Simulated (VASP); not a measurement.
# Nb (P6_3/mmc) in VASP: further runs

Runs on Nb. Level: PBE. Tasks: single point, relaxation of cell and atoms.

Everything below comes from runs of VASP 6.6.1. Logs are shortened: lines on timing, memory, paths and dates and some standing lists are left out, and cuts for length are marked.

## (1) The cell of the first run

Symmetry: P6_3/mmc, No. 194, hexagonal system. The conventional cell has a = 2.869 Å, b = 2.869 Å, c = 5.263 Å, α = 90.00°, β = 90.00°, γ = 120.00°. Within 3.8 Å of Nb (site symmetry -6m2) lie 12 Nb at 2.87 to 3.11 Å.

## (2) Single point, PBE

INCAR reads:

```
PREC = Accurate
ENCUT = 520
EDIFF = 1E-7
ISMEAR = 0
SIGMA = 0.05
LREAL = False
LASPH = True
NELM = 100
ALGO = Normal
ISIF = 2
LWAVE = False
LCHARG = False
GGA = PE
NBANDS = 20
```

KPOINTS reads:

```
Automatic mesh
0
Gamma
  8 8 4
```

POSCAR reads:

```
Nb
1.0
    2.8694161997      0.0000000000      0.0000000000
   -1.4347080998      2.4849873230      0.0000000000
    0.0000000000      0.0000000000      5.2626253617
Nb
2
Direct
    0.3333333333      0.6666666667      0.7500000000
    0.6666666667      0.3333333333      0.2500000000
```

Potentials or basis: VASP PAW PBE potentials, release 64 (Nb_sv).

Command:

```console
cat potpaw_PBE.64/Nb_sv/POTCAR > POTCAR
mpirun -np 1 vasp_std > vasp.out
```

OUTCAR:

```text
PREC = Accurate
   ENCUT = 520
   EDIFF = 1E-7
   ISMEAR = 0
   LREAL = False
   LASPH = True
   NELM = 100
   ISIF = 2
   GGA = PE

 ion  position               nearest neighbor table
   1  0.333  0.667  0.750-
   2  0.667  0.333  0.250-

  LATTYP: Found a hexagonal cell.
 ALAT       =     2.8694161997
 C/A-ratio  =     1.8340404443

  Lattice vectors:

 A1 = (   2.8694161997,   0.0000000000,   0.0000000000)
 A2 = (  -1.4347080998,   2.4849873230,   0.0000000000)
 A3 = (   0.0000000000,   0.0000000000,   5.2626253617)

Analysis of symmetry for initial positions (statically):
=====================================================================
 Subroutine PRICEL returns:
 Original cell was already a primitive cell.

 Routine SETGRP: Setting up the symmetry group for a
 hexagonal supercell.

 Subroutine GETGRP returns: Found 24 space group operations
 (whereof 12 operations were pure point group operations)
 out of a pool of 24 trial point group operations.

The static configuration has the point symmetry D_3d.
 The point group associated with its full space group is D_6h.

Analysis of symmetry for dynamics (positions and initial velocities):
=====================================================================
 Subroutine PRICEL returns:
 Original cell was already a primitive cell.

 Routine SETGRP: Setting up the symmetry group for a
 hexagonal supercell.

 Subroutine GETGRP returns: Found 24 space group operations
 (whereof 12 operations were pure point group operations)
 out of a pool of 24 trial point group operations.

The dynamic configuration has the point symmetry D_3d.
 The point group associated with its full space group is D_6h.

 Subroutine INISYM returns: Found 24 space group operations
 (whereof 12 operations are pure point group operations),
 and found     1 'primitive' translations

----------------------------------------------------------------------------------------

                                     Primitive cell

  volume of cell :      37.5250

  direct lattice vectors                    reciprocal lattice vectors
     2.869416200  0.000000000  0.000000000     0.348502946  0.201208270  0.000000000
    -1.434708100  2.484987323  0.000000000     0.000000000  0.402416540  0.000000000
     0.000000000  0.000000000  5.262625362     0.000000000  0.000000000  0.190019226

  length of vectors
     2.869416200  2.869416200  5.262625362     0.402416540  0.402416540  0.190019226

  position of ions in fractional coordinates (direct lattice)
[... 77 lines left out ...]
   ENCUT  =  520.0 eV  38.22 Ry    6.18 a.u.   5.34  5.34  9.78*2*pi/ulx,y,z
   NELM   =    100;   NELMIN=  2; NELMDL= -5     # of ELM steps
   EDIFF  = 0.1E-06   stopping-criterion for ELM
   LREAL  =      F    real-space projection
   EDIFFG = 0.1E-05   stopping-criterion for IOM
   NSW    =      0    number of steps for IOM
   IBRION =     -1    ionic relax: 0-MD 1-quasi-New 2-CG
   NFREE  =      0    steps in history (QN), initial steepest desc. (CG)
   ISIF   =      2    stress and relaxation
   ISYM   =      2    0-nonsym 1-usesym 2-fastsym
   POTIM  = 0.5000    time-step for ionic-motion
   TEBEG  =    0.0;   TEEND  =   0.0 temperature during run
   PSTRESS=    0.0 pullay stress
   NELECT =      26.0000    total number of electrons
   NUPDOWN=      -1.0000    fix difference up-down
   EMIN   =  10.00;   EMAX   =-10.00  energy-range for DOS
   EFERMI =   0.00;   METHOD = LEGACY
   ISMEAR =     0;   SIGMA  =   0.05  broadening in eV -4-tet -1-fermi 0-gaus
   EFERMI_NEDOS =   21; number of points for ismear=-14 and -15
   IALGO  =     38    algorithm
   IMIX   =      4    mixing-type and parameters
     AMIX     =   0.40;   BMIX     =  1.00
     AMIX_MAG =   1.60;   BMIX_MAG =  1.00
  volume/ion in A,a.u.               =      18.76       126.62
  Fermi-wavevector in a.u.,A,eV,Ry     =   1.448636  2.737525 28.552448  2.098546
  Thomas-Fermi vector in A             =   2.566454
   LORBIT       =      0    0 simple, 1 ext, 2 COOP (PROOUT), +10 PAW based schemes
   GGA     = PE    functional components
   LHFCALC =     F    Hartree Fock is set to
   AEXX    =    0.0000 exact exchange contribution
   IVDW    =     0    specifies the selected vdW correction
   LEPSILON=     F    determine dielectric tensor
   LRPA    =     F    only Hartree local field effects (RPA)
 non-spin polarized calculation
 Gauss-broadening in eV      SIGMA  =   0.05
  energy-cutoff  :      520.00
  volume of cell :       37.52
 maximum number of plane-waves:      1051
 NGX is ok and might be reduce to    24
   NGX = 11   NGY = 11   NGZ = 19

 number of electron      26.0000001 magnetization

 Free energy of the ion-electron system (eV)
  ---------------------------------------------------
  ext. energy  EPLUGINS =         0.00000000
  ---------------------------------------------------
  free energy    TOTEN  =       -19.83164141 eV

  energy without entropy =      -19.82547402  energy(sigma->0) =      -19.82855772

 E-fermi :  10.8630     XC(G=0): -12.2756

 val. band max:       10.8451492211   @ k =   0.2500   0.1250   0.0000
 cond. band min:      10.8655748216   @ k =   0.3750   0.1250   0.2500
 fundamental gap:      0.0204256005
 Fermi energy:        10.8630125474

 k-point     1 :       0.0000    0.0000    0.0000
  band No.  band energies     occupation
      1     -43.8030      2.00000
      2     -43.6848      2.00000
      3     -20.2605      2.00000
      4     -19.3674      2.00000
      5     -19.1379      2.00000
      6     -19.1379      2.00000
[... 541 lines left out ...]
     19      15.5466      0.00000
     20      15.5466      0.00000

 [... further k-points ...]

------------------------ aborting loop because EDIFF is reached ----------------------------------------

  FORCE on cell =-STRESS in cart. coord.  units (eV):
  Direction    XX          YY          ZZ          XY          YZ          ZX
  --------------------------------------------------------------------------------------
  -------------------------------------------------------------------------------------
  Total       -0.0466773     -0.0466773     -0.1444397     -0.0000000      0.0000000      0.0000000
  in kB       -1.9929499     -1.9929499     -6.1670418     -0.0000000      0.0000000      0.0000000
  external PRESSURE =      -3.3843138 kB  Pullay stress =       0.0000000 kB

 VOLUME and BASIS-vectors are now :
 -----------------------------------------------------------------------------
  energy-cutoff  :      520.00
  volume of cell :       37.52
      direct lattice vectors                 reciprocal lattice vectors
     2.869416200  0.000000000  0.000000000     0.348502946  0.201208270  0.000000000
    -1.434708100  2.484987323  0.000000000     0.000000000  0.402416540  0.000000000
     0.000000000  0.000000000  5.262625362     0.000000000  0.000000000  0.190019226

 POSITION                                       TOTAL-FORCE (eV/Angst)
 -----------------------------------------------------------------------------------
     -0.00000      1.65666      3.94697         0.000000     -0.000000      0.000000
      1.43471      0.82833      1.31566        -0.000000      0.000000      0.000000
 -----------------------------------------------------------------------------------
    total drift:                                0.000000     -0.000000      0.000000

  FREE ENERGIE OF THE ION-ELECTRON SYSTEM (eV)
  ---------------------------------------------------
  free  energy   TOTEN  =       -19.8316414106 eV

  energy  without entropy=      -19.8254740246  energy(sigma->0) =      -19.82855772
```

OSZICAR:

```text
N       E                     dE             d eps       ncg     rms          rms(c)
DAV:   1     0.305350046076E+03    0.30535E+03   -0.15006E+04  1200   0.137E+03
DAV:   2     0.270199979755E+01   -0.30265E+03   -0.29593E+03  1360   0.544E+02
DAV:   3    -0.195620711541E+02   -0.22264E+02   -0.21705E+02  2272   0.107E+02
DAV:   4    -0.206164007649E+02   -0.10543E+01   -0.10412E+01  1580   0.201E+01
DAV:   5    -0.206793897940E+02   -0.62989E-01   -0.62948E-01  2072   0.463E+00    0.951E+00
DAV:   6    -0.199114591523E+02    0.76793E+00   -0.14572E+00  1636   0.117E+01    0.333E+00
DAV:   7    -0.198198732447E+02    0.91586E-01   -0.59111E-01  2112   0.684E+00    0.152E+00
DAV:   8    -0.198316727771E+02   -0.11800E-01   -0.39082E-02  1556   0.199E+00    0.146E-01
DAV:   9    -0.198316392197E+02    0.33557E-04   -0.44804E-03  1996   0.615E-01    0.625E-02
DAV:  10    -0.198316562282E+02   -0.17009E-04   -0.14353E-04  1752   0.130E-01    0.210E-02
DAV:  11    -0.198316418893E+02    0.14339E-04   -0.10725E-05  1784   0.399E-02    0.613E-03
DAV:  12    -0.198316418071E+02    0.82236E-07   -0.11890E-06  1668   0.141E-02    0.230E-03
DAV:  13    -0.198316414464E+02    0.36062E-06   -0.69320E-08   824   0.283E-03    0.634E-04
DAV:  14    -0.198316414106E+02    0.35843E-07   -0.21708E-08   724   0.192E-03
   1 F= -.19831641E+02 E0= -.19828558E+02  d E =-.616739E-02
```

It took 16 s on 1 thread of Intel Xeon Platinum 8375C at 2.90GHz (Ice Lake), shared host; peak memory 0.16 GiB.

Results:

```yaml
Free_energy: -19.8316 eV
Pressure: -0.3 GPa
Band_gap_on_the_k_mesh: zero (band 13 reaches 13.01 eV, above the bottom of band 14 at 10.36 eV)
```

Stress tensor (GPa, compression positive):
```
-0.20  0.00  0.00
 0.00 -0.20  0.00
 0.00  0.00 -0.62
```

[end of part 1 of 2]
